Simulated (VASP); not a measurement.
# AlAs (F-43m) in VASP: G0W0 quasiparticle levels with PBE

Aim: the G0W0 quasiparticle levels of AlAs with PBE.

All numbers are computed with VASP 6.6.1; they aren't measurements. Logs are shortened: lines on timing, memory, paths and dates and some standing lists are left out, and cuts for length are marked.

## Step 1: The cell of the first run

It takes space group F-43m (No. 216, cubic). Conventional cell: a = 5.678 Å, b = 5.678 Å, c = 5.678 Å, α = 90.00°, β = 90.00°, γ = 90.00°. Within 3.2 Å of Al (site symmetry -43m) lie 4 As at 2.46 Å. As (site symmetry -43m) has 4 Al at 2.46 Å within 3.2 Å.

## Step 2: G0W0 quasiparticle levels, PBE

File POSCAR:

```
AlAs
1.0
    0.0000000000      2.8389246378      2.8389246378
    2.8389246378      0.0000000000      2.8389246378
    2.8389246378      2.8389246378      0.0000000000
Al As
1 1
Direct
    0.0000000000      0.0000000000      0.0000000000
    0.2500000000      0.2500000000      0.2500000000
```

File INCAR.step1:

```
SYSTEM = AlAs
ALGO = Normal ; EDIFF = 1E-8
ENCUT = 500 ; GGA = PE
ISMEAR = 0 ; LASPH = .TRUE.
LCHARG = .FALSE. ; LREAL = .FALSE.
LWAVE = .TRUE. ; NELM = 60
PREC = Accurate ; SIGMA = 0.01
```

File INCAR.step2:

```
SYSTEM = AlAs
ALGO = Exact ; EDIFF = 1E-8
ENCUT = 500 ; GGA = PE
ISMEAR = 0 ; ISTART = 1
LASPH = .TRUE. ; LCHARG = .FALSE.
LOPTICS = .TRUE. ; LREAL = .FALSE.
LWAVE = .TRUE. ; NBANDS = 34
NELM = 1 ; PREC = Accurate
SIGMA = 0.01
```

File INCAR.step3:

```
SYSTEM = AlAs
ALGO = EVGW0 ; EDIFF = 1E-8
ENCUT = 500 ; ENCUTGW = 60
GGA = PE ; ISMEAR = 0
ISTART = 1 ; LASPH = .TRUE.
LCHARG = .FALSE. ; LREAL = .FALSE.
LWAVE = .FALSE. ; NBANDS = 34
NBANDSGW = 12 ; NELMGW = 1
NOMEGA = 48 ; PREC = Accurate
PRECFOCK = Fast ; SIGMA = 0.01
```

File KPOINTS:

```
k-points
0
G
  4 4 4
  0 0 0
```

Potentials or basis: VASP PAW PBE potentials, release 64 (Al_GW, As_GW).

On the command line:

```sh
cat potpaw_PBE.64/Al_GW/POTCAR potpaw_PBE.64/As_GW/POTCAR > POTCAR
cp INCAR.step1 INCAR
mpirun -np 1 vasp_std > vasp.out
cp INCAR.step2 INCAR
mpirun -np 1 vasp_std > vasp.out
cp INCAR.step3 INCAR
mpirun -np 1 vasp_std > vasp.out
```

OUTCAR:

```text
SYSTEM = AlAs
   EDIFF = 1E-8
   ENCUT = 500
   ENCUTGW = 60
   GGA = PE
   ISMEAR = 0
   ISTART = 1
   LASPH = .TRUE.
   LREAL = .FALSE.
   NELMGW = 1
   PREC = Accurate
   PRECFOCK = Fast

 ion  position               nearest neighbor table
   1  0.000  0.000  0.000-   2 2.46   2 2.46   2 2.46   2 2.46
   2  0.250  0.250  0.250-   1 2.46   1 2.46   1 2.46   1 2.46

  LATTYP: Found a face centered cubic cell.
 ALAT       =     5.6778492756

  Lattice vectors:

 A1 = (   0.0000000000,   2.8389246378,   2.8389246378)
 A2 = (   2.8389246378,   0.0000000000,   2.8389246378)
 A3 = (   2.8389246378,   2.8389246378,   0.0000000000)

Analysis of symmetry for initial positions (statically):
=====================================================================
 Subroutine PRICEL returns:
 Original cell was already a primitive cell.

 Routine SETGRP: Setting up the symmetry group for a
 face centered cubic supercell.

 Subroutine GETGRP returns: Found 24 space group operations
 (whereof 24 operations were pure point group operations)
 out of a pool of 48 trial point group operations.

The static configuration has the point symmetry T_d .

Analysis of symmetry for dynamics (positions and initial velocities):
=====================================================================
 Subroutine PRICEL returns:
 Original cell was already a primitive cell.

 Routine SETGRP: Setting up the symmetry group for a
 face centered cubic supercell.

 Subroutine GETGRP returns: Found 24 space group operations
 (whereof 24 operations were pure point group operations)
 out of a pool of 48 trial point group operations.

The dynamic configuration has the point symmetry T_d .

 Subroutine INISYM returns: Found 24 space group operations
 (whereof 24 operations are pure point group operations),
 and found     1 'primitive' translations

----------------------------------------------------------------------------------------

                                     Primitive cell

  volume of cell :      45.7606

  direct lattice vectors                    reciprocal lattice vectors
     0.000000000  2.838924638  2.838924638    -0.176123027  0.176123027  0.176123027
     2.838924638  0.000000000  2.838924638     0.176123027 -0.176123027  0.176123027
     2.838924638  2.838924638  0.000000000     0.176123027  0.176123027 -0.176123027

  length of vectors
     4.014845725  4.014845725  4.014845725     0.305054031  0.305054031  0.305054031

  position of ions in fractional coordinates (direct lattice)
     0.000000000  0.000000000  0.000000000
     0.250000000  0.250000000  0.250000000

  ion indices of the primitive-cell ions
   primitive index   ion index
                 1           1
                 2           2

----------------------------------------------------------------------------------------

 KPOINTS: k-points

Automatic generation of k-mesh.
 Grid dimensions read from file:
 generate k-points for:    4    4    4

 Generating k-lattice:

  Cartesian coordinates                     Fractional coordinates (reciprocal lattice)
    -0.044030757  0.044030757  0.044030757     0.250000000  0.000000000  0.000000000
     0.044030757 -0.044030757  0.044030757     0.000000000  0.250000000  0.000000000
     0.044030757  0.044030757 -0.044030757     0.000000000  0.000000000  0.250000000

  Length of vectors
     0.076263508  0.076263508  0.076263508

  Shift w.r.t. Gamma in fractional coordinates (k-lattice)
     0.000000000  0.000000000  0.000000000

 Subroutine IBZKPT returns following result:
 ===========================================

 Found      8 irreducible k-points:

 Following reciprocal coordinates:
            Coordinates               Weight
  0.000000  0.000000  0.000000      1.000000
  0.250000  0.000000  0.000000      8.000000
  0.500000  0.000000  0.000000      4.000000
  0.250000  0.250000  0.000000      6.000000
  0.500000  0.250000  0.000000     24.000000
 -0.250000  0.250000  0.000000     12.000000
  0.500000  0.500000  0.000000      3.000000
 -0.250000  0.500000  0.250000      6.000000
   k-points           NKPTS =      8   k-points in BZ     NKDIM =     64   number of bands    NBANDS=     34
   number of dos      NEDOS =    301   number of ions     NIONS =      2
   total plane-waves  NPLWV =  27000
   dimension x,y,z NGX =    30 NGY =   30 NGZ =   30
   dimension x,y,z NGXF=    60 NGYF=   60 NGZF=   60
   ions per type =               1   1
   NGX,Y,Z   is equivalent  to a cutoff of  12.42, 12.42, 12.42 a.u.
   NGXF,Y,Z  is equivalent  to a cutoff of  24.84, 24.84, 24.84 a.u.
 SYSTEM =  AlAs
   PREC   = accura    normal or accurate (medium, high low for compatibility)
   ISTART =      1    job   : 0-new  1-cont  2-samecut
   ICHARG =      0    charge: 1-file 2-atom 10-const
   ISPIN  =      1    spin polarized calculation?
   LNONCOLLINEAR =      F non collinear calculations
   LSORBIT =      F    spin-orbit coupling
   LASPH  =      T    aspherical Exc in radial PAW
   ENCUT  =  500.0 eV  36.75 Ry    6.06 a.u.   7.32  7.32  7.32*2*pi/ulx,y,z
   NELM   =     60;   NELMIN=  2; NELMDL=  0     # of ELM steps
   EDIFF  = 0.1E-07   stopping-criterion for ELM
   LREAL  =      F    real-space projection
   EDIFFG = 0.1E-06   stopping-criterion for IOM
   NSW    =      0    number of steps for IOM
   IBRION =     -1    ionic relax: 0-MD 1-quasi-New 2-CG
   NFREE  =      0    steps in history (QN), initial steepest desc. (CG)
   ISIF   =      0    stress and relaxation
   ISYM   =      3    0-nonsym 1-usesym 2-fastsym
   POTIM  = 0.5000    time-step for ionic-motion
   TEBEG  =    0.0;   TEEND  =   0.0 temperature during run
   PSTRESS=    0.0 pullay stress
   NELECT =       8.0000    total number of electrons
   NUPDOWN=      -1.0000    fix difference up-down
   EMIN   =  10.00;   EMAX   =-10.00  energy-range for DOS
   EFERMI =   0.00;   METHOD = LEGACY
   ISMEAR =     0;   SIGMA  =   0.01  broadening in eV -4-tet -1-fermi 0-gaus
   EFERMI_NEDOS =   21; number of points for ismear=-14 and -15
   IALGO  =     38    algorithm
   IMIX   =      4    mixing-type and parameters
     AMIX     =   0.40;   BMIX     =  1.00
     AMIX_MAG =   1.60;   BMIX_MAG =  1.00
  volume/ion in A,a.u.               =      22.88       154.40
  Fermi-wavevector in a.u.,A,eV,Ry     =   0.915393  1.729842 11.400927  0.837945
  Thomas-Fermi vector in A             =   2.040129
   LORBIT       =      0    0 simple, 1 ext, 2 COOP (PROOUT), +10 PAW based schemes
   GGA     = PE    functional components
   LHFCALC =     T    Hartree Fock is set to
   PRECFOCK=fast      Normal, Fast or Accurate (Low or Medium for compatibility)
   ENCUT4O =  -1.0   cutoff for four orbital integrals eV
   NKREDX  =     1    reduce k-point grid by
   NKREDY  =     1    reduce k-point grid by
   NKREDZ  =     1    reduce k-point grid by
   AEXX    =    1.0000 exact exchange contribution
   HFSCREEN=    0.0000 screening length (either q_TF or 0.3 A-1)
   HFSCREENC=   0.0000 screening length for correlation (either q_TF or 0.3 A-1)
   ENCUTFOCK=  -1.0 apply spherical cutoff to Coloumb kernel
   IVDW    =     0    specifies the selected vdW correction
   LEPSILON=     F    determine dielectric tensor
   LRPA    =     F    only Hartree local field effects (RPA)
   LRPAFORCE           =     F    calculate RPA forces
   ENCUTGW             =  60.0    cutoff for response function in eV
   ENCUTGWSOFT         =  48.0    soft cutoff for Coulomb kernel in GW response function in eV
   ENCUTLF             =  -1.0    cutoff for local field effects
   NELMGW              =     1    number of iterations in solving QP/BSE equation
   NELMHF              =     1    number of iterations in the inner HF iteration
   NKREDLFX            =     1    NKREDLFY  =   1   NKREDLFZ  =   1
 non-spin polarized calculation
 Gauss-broadening in eV      SIGMA  =   0.01
  energy-cutoff  :      500.00
  volume of cell :       45.76
 maximum number of plane-waves:      1211
 NGX is ok and might be reduce to    30
  NGX = 18; NGY = 18; NGZ = 18
   NGX = 15   NGY = 15   NGZ = 15
 maximum number of plane-waves:        59
 NGX is ok and might be reduce to    14

 QP shifts <psi_nk| G(iteration)W_0 |psi_nk>: iteration 1
 for sc-GW calculations column KS-energies equals QP-energies in previous step
 and V_xc(KS)=  KS-energies - (<T + V_ion + V_H > + <T+V_H+V_ion>^1  + <V_x>^1)

 k-point   1 :       0.0000    0.0000    0.0000
  band No.  KS-energies  QP-energies   sigma(KS)   V_xc(KS)     V^pw_x(r,r')   Z            occupation Imag(sigma)

      1      -8.4252      -8.6260     -11.1917     -10.8841     -17.8607       0.6527       2.0000       1.1559
      2       3.3925       3.3080     -11.3711     -11.2621     -13.2745       0.7755       2.0000       0.0692
      3       3.3925       3.3080     -11.3711     -11.2621     -13.2745       0.7755       2.0000       0.0692
      4       3.3925       3.3080     -11.3711     -11.2621     -13.2745       0.7755       2.0000       0.0692
      5       5.3615       6.1194      -8.9410      -9.9240      -5.5249       0.7710       0.0000      -0.0777
      6       7.6357       8.1390      -8.4550      -9.1224      -4.5399       0.7541       0.0000      -0.1054
      7       7.6357       8.1390      -8.4550      -9.1224      -4.5399       0.7541       0.0000      -0.1054
      8       7.6357       8.1390      -8.4550      -9.1224      -4.5399       0.7541       0.0000      -0.1054
      9      12.1957      12.4091      -7.2005      -7.4819      -2.2319       0.7584       0.0000      -0.3052
     10      12.3605      12.9079      -8.3206      -9.0539      -3.6563       0.7464       0.0000      -0.2425
     11      12.3605      12.9079      -8.3206      -9.0539      -3.6563       0.7464       0.0000      -0.2425
     12      14.7719      14.9958      -7.2899      -7.5885      -1.9939       0.7498       0.0000      -0.5495

 k-point   2 :       0.2500    0.0000    0.0000
  band No.  KS-energies  QP-energies   sigma(KS)   V_xc(KS)     V^pw_x(r,r')   Z            occupation Imag(sigma)
[... 97 lines left out ...]
      1      -6.4398      -6.4459     -11.8406     -11.8317     -17.8557       0.6980       2.0000       0.8642
      2      -1.6946      -2.0336     -10.4802      -9.9975     -14.0219       0.7023       2.0000       0.2450
      3       0.2371      -0.1342     -10.3571      -9.8523     -12.9547       0.7354       2.0000       0.1304
      4       0.5830       0.2361     -10.2388      -9.7709     -12.5957       0.7415       2.0000       0.1108
      5       7.7030       8.0679      -8.3350      -8.8128      -4.6139       0.7638       0.0000      -0.1062
      6       8.9720       9.6708      -9.0798     -10.0075      -4.9675       0.7533       0.0000      -0.1442
      7       9.0338       9.5445      -8.2196      -8.9020      -3.7180       0.7484       0.0000      -0.1643
      8       9.4169       9.7805      -8.0876      -8.5656      -3.9298       0.7605       0.0000      -0.1396
      9      13.9188      14.4925      -8.8565      -9.6471      -3.3382       0.7257       0.0000      -0.5115
     10      15.5963      16.3150      -9.1076     -10.0783      -3.7350       0.7404       0.0000      -0.5785
     11      15.9054      16.4924      -8.5530      -9.3434      -2.9808       0.7427       0.0000      -0.6657
     12      17.2066      17.9324      -8.7133      -9.6907      -3.2176       0.7426       0.0000      -0.7081
```

It took 47 s on 1 thread of Intel Xeon 6975P-C (Granite Rapids), shared host; peak memory 0.45 GiB.

What came out:

* Band gap on the k mesh, mean-field level: 1.43 eV, indirect (least direct gap 1.97 eV)
* Quasiparticle gap: 1.74 eV
* Least direct quasiparticle gap: 2.81 eV

Levels at points of the mesh, in eV from the valence-band top:
```tsv
k point	band 1	band 2	band 3	band 4	band 5	band 6	band 7	band 8
(0.00, 0.00, 0.00)	-11.82	0.00	0.00	0.00	1.97	4.24	4.24	4.24
(0.50, 0.00, 0.00)	-10.41	-5.55	-0.82	-0.82	2.09	4.65	4.65	7.72
(0.50, 0.50, 0.00)	-9.86	-5.42	-2.16	-2.16	1.43	2.27	10.24	10.24
```

Caveat: the k points lie up to 0.48 Å⁻¹ apart; bands, screening cutoff and mesh are small and nothing is extrapolated, so the quasiparticle values aren't converged. A k mesh can miss the band edges.
